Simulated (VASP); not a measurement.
# In15P17 (a cell with a defect) in VASP: single point with PBE

Aim: the single point of In15P17 (a cell with a defect) with PBE.

Everything below comes from runs of VASP 6.6.1. Logs are shortened: lines on timing, memory, paths and dates and some standing lists are left out, and cuts for length are marked.

**1. The cell of the first run**

The cell holds a defect, 32 atoms: a = 10.323 Å, b = 10.323 Å, c = 10.323 Å, α = 109.47°, β = 109.47°, γ = 109.47°.

**2. Single point, PBE**

Contents of INCAR:

```
SYSTEM = In15P17
PREC     = Accurate       ! precision mode
ENCUT    = 520            ! plane-wave cutoff, eV
EDIFF    = 1E-7           ! SCF threshold, eV
ISMEAR   = 0              ! smearing method
SIGMA    = 0.02           ! smearing width, eV
LREAL    = Auto         
LASPH    = .TRUE.         ! aspherical terms in the spheres
NELM     = 100            ! most SCF steps
ALGO     = Normal         ! electronic algorithm
ISIF     = 2              ! what is computed and relaxed
LWAVE    = .FALSE.        ! write WAVECAR
LCHARG   = .TRUE.         ! write CHGCAR
GGA      = PE             ! functional
LELF     = .TRUE.         ! ELF
LVHAR    = .TRUE.       
NBANDS   = 162            ! bands
```

Contents of KPOINTS:

```
Automatic mesh
0
Gamma
  2 2 2
  0.5 0.5 0.5
```

Contents of POSCAR:

```
In15P17
1.0
    5.9600684138      5.9600684138      5.9600684138
   -5.9600684138     -5.9600684138      5.9600684138
    5.9600684138     -5.9600684138     -5.9600684138
P In
17 15
Direct
   -0.0003071130      0.2497530900      0.7499261632
    0.2389476290      0.2505525316      0.7504060326
    0.4987528060      0.0004559760      0.7501641565
    0.2498149873      0.4999152917      0.4986457050
    0.4989504377      0.2499386377      0.5005956496
    0.7595582930      0.0093486104      0.5097292093
    0.7503238045      0.7490920027      0.7499962840
    0.0006288094      0.4902489132      0.7502965396
    0.2501323480     -0.0006182709      0.0000638707
    0.2511255268      0.7510235791      0.2508101691
    0.5008476101      0.5007622212      0.2509700568
    0.7507733356      0.2502508982      0.2492379851
    0.0000317908      0.0005689779      0.2492256268
   -0.0001553305      0.7493007584      0.5001600768
    0.5008855482      0.7510531224      0.0011079145
    0.7486571293      0.4997423014     -0.0003886371
    0.0002496126      0.2498782090     -0.0107624808
    0.2475764059      0.0012070738      0.7499770026
    0.0003439635      0.4986031930      0.5011086691
    0.2478768907      0.2502747614      0.5009545632
    0.5025881538      0.0018147532      0.5020798395
    0.4999941742      0.7500866428      0.7499185969
    0.7512493313      0.4981077158      0.7499146410
    0.0001517486      0.0006905548     -0.0018404354
    0.0000111350      0.7503371287      0.2500537162
    0.2492475982      0.4992520671      0.2469832602
    0.5004933527      0.2500370986      0.2505113659
    0.7518229514      0.0018864729      0.2528408953
    0.7515930283      0.7523791486      0.5015912916
    0.2492589884      0.7477422593     -0.0007972194
    0.4972783878      0.4995804824     -0.0002993307
    0.7509199877      0.2499877435     -0.0021216430
```

Potentials or basis: VASP PAW PBE potentials, release 64 (P, In_d).

Command:

```
> cat potpaw_PBE.64/P/POTCAR potpaw_PBE.64/In_d/POTCAR > POTCAR
> mpirun -np 1 vasp_std > vasp.out
```

OUTCAR:

```text
SYSTEM = In15P17
   PREC = Accurate
   ENCUT = 520
   EDIFF = 1E-7
   ISMEAR = 0
   LREAL = Auto
   LASPH = .TRUE.
   NELM = 100
   ISIF = 2
   GGA = PE

 ion  position               nearest neighbor table
   1  1.000  0.250  0.750-   2 2.47  17 2.47   8 2.48   6 2.48
   2  0.239  0.251  0.750-   1 2.47  18 2.60  31 2.61  20 2.61
   3  0.499  0.000  0.750-  32 2.58  21 2.58  22 2.59  18 2.59
   4  0.250  0.500  0.499-  20 2.58  19 2.58  22 2.59  26 2.59
   5  0.499  0.250  0.501-  21 2.58  23 2.58  27 2.59  20 2.59
   6  0.760  0.009  0.510-   1 2.48  29 2.60  28 2.60  21 2.60
[... 24 lines left out ...]
  31  0.497  0.500  1.000-  11 2.58  15 2.58  16 2.59   2 2.61
  32  0.751  0.250  0.998-   3 2.58  16 2.58  12 2.59  17 2.61

  LATTYP: Found a body centered cubic cell.
 ALAT       =    11.9201368276

  Lattice vectors:

 A1 = (   5.9600684138,   5.9600684138,   5.9600684138)
 A2 = (  -5.9600684138,  -5.9600684138,   5.9600684138)
 A3 = (   5.9600684138,  -5.9600684138,  -5.9600684138)

Analysis of symmetry for initial positions (statically):
=====================================================================
 Subroutine PRICEL returns:
 Original cell was already a primitive cell.

 Routine SETGRP: Setting up the symmetry group for a
 body centered cubic supercell.

 Subroutine GETGRP returns: Found  1 space group operations
 (whereof  1 operations were pure point group operations)
 out of a pool of 48 trial point group operations.

The static configuration has the point symmetry C_1 .

Analysis of symmetry for dynamics (positions and initial velocities):
=====================================================================
 Subroutine PRICEL returns:
 Original cell was already a primitive cell.

 Routine SETGRP: Setting up the symmetry group for a
 body centered cubic supercell.

 Subroutine GETGRP returns: Found  1 space group operations
 (whereof  1 operations were pure point group operations)
 out of a pool of 48 trial point group operations.

The dynamic configuration has the point symmetry C_1 .

 Subroutine INISYM returns: Found  1 space group operations
 (whereof  1 operations are pure point group operations),
 and found     1 'primitive' translations

----------------------------------------------------------------------------------------

                                     Primitive cell

  volume of cell :     846.8641

  direct lattice vectors                    reciprocal lattice vectors
     5.960068414  5.960068414  5.960068414     0.083891654  0.000000000  0.083891654
    -5.960068414 -5.960068414  5.960068414     0.000000000 -0.083891654  0.083891654
     5.960068414 -5.960068414 -5.960068414     0.083891654 -0.083891654  0.000000000

  length of vectors
    10.323141309 10.323141309 10.323141309     0.118640716  0.118640716  0.118640716

  position of ions in fractional coordinates (direct lattice)
     0.999692887  0.249753090  0.749926163
     0.238947629  0.250552532  0.750406033
     0.498752806  0.000455976  0.750164156
     0.249814987  0.499915292  0.498645705
     0.498950438  0.249938638  0.500595650
     0.759558293  0.009348610  0.509729209
[... 24 lines left out ...]
     0.497278388  0.499580482  0.999700669
     0.750919988  0.249987744  0.997878357

  ion indices of the primitive-cell ions
   primitive index   ion index
                 1           1
                 2           2
                 3           3
                 4           4
                 5           5
                 6           6
[... 24 lines left out ...]
                31          31
                32          32

----------------------------------------------------------------------------------------

 KPOINTS: Automatic mesh

Automatic generation of k-mesh.
 Grid dimensions read from file:
 generate k-points for:    2    2    2

 Generating k-lattice:

  Cartesian coordinates                     Fractional coordinates (reciprocal lattice)
     0.041945827  0.000000000  0.041945827     0.500000000  0.000000000  0.000000000
     0.000000000 -0.041945827  0.041945827     0.000000000  0.500000000  0.000000000
     0.041945827 -0.041945827  0.000000000     0.000000000  0.000000000  0.500000000

  Length of vectors
     0.059320358  0.059320358  0.059320358

  Shift w.r.t. Gamma in fractional coordinates (k-lattice)
     0.500000000  0.500000000  0.500000000

 Subroutine IBZKPT returns following result:
 ===========================================

 Found      4 irreducible k-points:

 Following reciprocal coordinates:
            Coordinates               Weight
  0.250000  0.250000  0.250000      2.000000
 -0.250000  0.250000  0.250000      2.000000
  0.250000 -0.250000  0.250000      2.000000
  0.250000  0.250000 -0.250000      2.000000
   k-points           NKPTS =      4   k-points in BZ     NKDIM =      4   number of bands    NBANDS=    162
   number of dos      NEDOS =    301   number of ions     NIONS =     32
   total plane-waves  NPLWV = 512000
   dimension x,y,z NGX =    80 NGY =   80 NGZ =   80
   dimension x,y,z NGXF=   160 NGYF=  160 NGZF=  160
   ions per type =              17  15
   NGX,Y,Z   is equivalent  to a cutoff of  12.88, 12.88, 12.88 a.u.
   NGXF,Y,Z  is equivalent  to a cutoff of  25.77, 25.77, 25.77 a.u.
 SYSTEM =  In15P17
   PREC   = accura    normal or accurate (medium, high low for compatibility)
   ISTART =      0    job   : 0-new  1-cont  2-samecut
   ICHARG =      2    charge: 1-file 2-atom 10-const
   ISPIN  =      1    spin polarized calculation?
   LNONCOLLINEAR =      F non collinear calculations
   LSORBIT =      F    spin-orbit coupling
   LASPH  =      T    aspherical Exc in radial PAW
   ENCUT  =  520.0 eV  38.22 Ry    6.18 a.u.  19.19 19.19 19.19*2*pi/ulx,y,z
   NELM   =    100;   NELMIN=  2; NELMDL= -5     # of ELM steps
   EDIFF  = 0.1E-06   stopping-criterion for ELM
   LREAL  =      T    real-space projection
   EDIFFG = 0.1E-05   stopping-criterion for IOM
   NSW    =      0    number of steps for IOM
   IBRION =     -1    ionic relax: 0-MD 1-quasi-New 2-CG
   NFREE  =      0    steps in history (QN), initial steepest desc. (CG)
   ISIF   =      2    stress and relaxation
   ISYM   =      2    0-nonsym 1-usesym 2-fastsym
   POTIM  = 0.5000    time-step for ionic-motion
   TEBEG  =    0.0;   TEEND  =   0.0 temperature during run
   PSTRESS=    0.0 pullay stress
   NELECT =     280.0000    total number of electrons
   NUPDOWN=      -1.0000    fix difference up-down
   EMIN   =  10.00;   EMAX   =-10.00  energy-range for DOS
   EFERMI =   0.00;   METHOD = LEGACY
   ISMEAR =     0;   SIGMA  =   0.02  broadening in eV -4-tet -1-fermi 0-gaus
   EFERMI_NEDOS =   21; number of points for ismear=-14 and -15
   IALGO  =     38    algorithm
   IMIX   =      4    mixing-type and parameters
     AMIX     =   0.40;   BMIX     =  1.00
     AMIX_MAG =   1.60;   BMIX_MAG =  1.00
  volume/ion in A,a.u.               =      26.46       178.59
  Fermi-wavevector in a.u.,A,eV,Ry     =   1.132026  2.139218 17.435622  1.281482
  Thomas-Fermi vector in A             =   2.268726
   LORBIT       =      0    0 simple, 1 ext, 2 COOP (PROOUT), +10 PAW based schemes
   GGA     = PE    functional components
   LHFCALC =     F    Hartree Fock is set to
   AEXX    =    0.0000 exact exchange contribution
   IVDW    =     0    specifies the selected vdW correction
   LEPSILON=     F    determine dielectric tensor
   LRPA    =     F    only Hartree local field effects (RPA)
 non-spin polarized calculation
 Gauss-broadening in eV      SIGMA  =   0.02
  energy-cutoff  :      520.00
  volume of cell :      846.86
 maximum number of plane-waves:     22768
 NGX is ok and might be reduce to    80
   NGX = 39   NGY = 39   NGZ = 39

 number of electron     280.0000006 magnetization

 Free energy of the ion-electron system (eV)
  ---------------------------------------------------
  ext. energy  EPLUGINS =         0.00000000
  ---------------------------------------------------
  free energy    TOTEN  =      -135.02988827 eV

  energy without entropy =     -135.02988827  energy(sigma->0) =     -135.02988827

 E-fermi :   5.4389     XC(G=0):  -9.0258

 val. band max:        5.3271358480   @ k =   0.2500   0.2500  -0.2500
 cond. band min:       5.9362118307   @ k =   0.2500   0.2500   0.2500
 fundamental gap:      0.6090759826
 Fermi energy:         5.4389080193

 k-point     1 :       0.2500    0.2500    0.2500
  band No.  band energies     occupation
      1      -9.6611      2.00000
      2      -9.6593      2.00000
      3      -9.6580      2.00000
      4      -9.6578      2.00000
      5      -9.6573      2.00000
      6      -9.6570      2.00000
[... 144 lines left out ...]
    151       7.0918      0.00000
    152       7.0930      0.00000

 k-point     2 :      -0.2500    0.2500    0.2500
  band No.  band energies     occupation
      1      -9.6757      2.00000
      2      -9.6748      2.00000
      3      -9.6700      2.00000
      4      -9.6555      2.00000
      5      -9.6495      2.00000
      6      -9.6489      2.00000
[... 144 lines left out ...]
    151       7.4469      0.00000
    152       7.4502      0.00000

 k-point     3 :       0.2500   -0.2500    0.2500
  band No.  band energies     occupation
      1      -9.6761      2.00000
      2      -9.6743      2.00000
      3      -9.6702      2.00000
      4      -9.6551      2.00000
      5      -9.6492      2.00000
      6      -9.6491      2.00000
[... 144 lines left out ...]
    151       7.4461      0.00000
    152       7.4495      0.00000

 k-point     4 :       0.2500    0.2500   -0.2500
  band No.  band energies     occupation
      1      -9.6754      2.00000
      2      -9.6751      2.00000
      3      -9.6700      2.00000
      4      -9.6554      2.00000
      5      -9.6496      2.00000
      6      -9.6490      2.00000
[... 144 lines left out ...]
    151       7.4490      0.00000
    152       7.4502      0.00000
 [bands above 152 left out]

------------------------ aborting loop because EDIFF is reached ----------------------------------------

  FORCE on cell =-STRESS in cart. coord.  units (eV):
  Direction    XX          YY          ZZ          XY          YZ          ZX
  --------------------------------------------------------------------------------------
  -------------------------------------------------------------------------------------
  Total       -2.4178604     -2.4192142     -2.3986161     -0.0681750     -0.2589554     -0.0264215
  in kB       -4.5743362     -4.5768974     -4.5379280     -0.1289799     -0.4899162     -0.0499867
  external PRESSURE =      -4.5630539 kB  Pullay stress =       0.0000000 kB

 VOLUME and BASIS-vectors are now :
 -----------------------------------------------------------------------------
  energy-cutoff  :      520.00
  volume of cell :      846.86
      direct lattice vectors                 reciprocal lattice vectors
     5.960068414  5.960068414  5.960068414     0.083891654  0.000000000  0.083891654
    -5.960068414 -5.960068414  5.960068414     0.000000000 -0.083891654  0.083891654
     5.960068414 -5.960068414 -5.960068414     0.083891654 -0.083891654  0.000000000

 POSITION                                       TOTAL-FORCE (eV/Angst)
 -----------------------------------------------------------------------------------
      8.93930      0.00008      2.97717        -0.005185     -0.000468      0.004393
      4.40331     -4.54164     -1.55502         0.019129      0.019087      0.016226
      7.44091     -1.50115     -1.49571         0.000533      0.004983     -0.000876
      1.48135     -4.46258      1.49648        -0.002924     -0.002384     -0.000708
      4.46771     -1.49946      1.47985         0.002233     -0.002489      0.008169
      7.50932      1.43328      1.54472        -0.011866      0.006912     -0.004958
[... 24 lines left out ...]
      5.94456     -5.97201     -0.01694        -0.011841      0.030524     -0.004296
      8.93301     -2.96183      0.01806         0.010991      0.004689      0.017037
 -----------------------------------------------------------------------------------
    total drift:                               -0.040859      0.017652     -0.005480

  FREE ENERGIE OF THE ION-ELECTRON SYSTEM (eV)
  ---------------------------------------------------
  free  energy   TOTEN  =      -135.0298882705 eV

  energy  without entropy=     -135.0298882705  energy(sigma->0) =     -135.02988827
```

Wall time 17 min (1 thread of Intel Xeon Platinum 8488C (Sapphire Rapids), shared host); peak memory 1.1 GiB.

What came out:

* Free energy: -135.0299 eV
* Pressure: -0.5 GPa
* Largest force: 0.033 eV/Å
* Band gap on the k mesh: 0.61 eV

Forces on the atoms (eV/Å):
```
P   -0.005  0.000  0.004
P    0.019  0.019  0.016
P    0.001  0.005 -0.001
P   -0.003 -0.002 -0.001
P    0.002 -0.002  0.008
P   -0.012  0.007 -0.005
P    0.002  0.003  0.002
P   -0.015 -0.013  0.009
P   -0.001  0.007 -0.008
P    0.001 -0.001 -0.003
P   -0.002 -0.007  0.005
P    0.002 -0.002 -0.004
P   -0.001  0.001 -0.002
P    0.012  0.001 -0.002
P    0.003 -0.005 -0.001
P    0.003 -0.002  0.004
P    0.018 -0.017 -0.018
In   0.002 -0.008  0.015
In   0.010 -0.005 -0.009
In   0.018 -0.015 -0.012
In   0.008  0.023  0.006
In  -0.003 -0.005  0.009
In   0.004 -0.009 -0.006
In  -0.012 -0.021  0.015
In  -0.002  0.018 -0.007
In  -0.010  0.006 -0.016
In  -0.021  0.001  0.000
In  -0.001 -0.006 -0.009
In  -0.009 -0.019  0.006
In  -0.007  0.012 -0.010
In  -0.012  0.031 -0.004
In   0.011  0.005  0.017
```

Levels at points of the mesh, in eV from the valence-band top:
| k point | band 138 | band 139 | band 140 | band 141 | band 142 | band 143 |
| --- | --- | --- | --- | --- | --- | --- |
| (0.25, 0.25, 0.25) | -1.27 | -1.27 | -0.35 | 0.61 | 0.61 | 0.62 |

Caveat: spin-orbit coupling is left out, which moves the levels of the heavy elements.
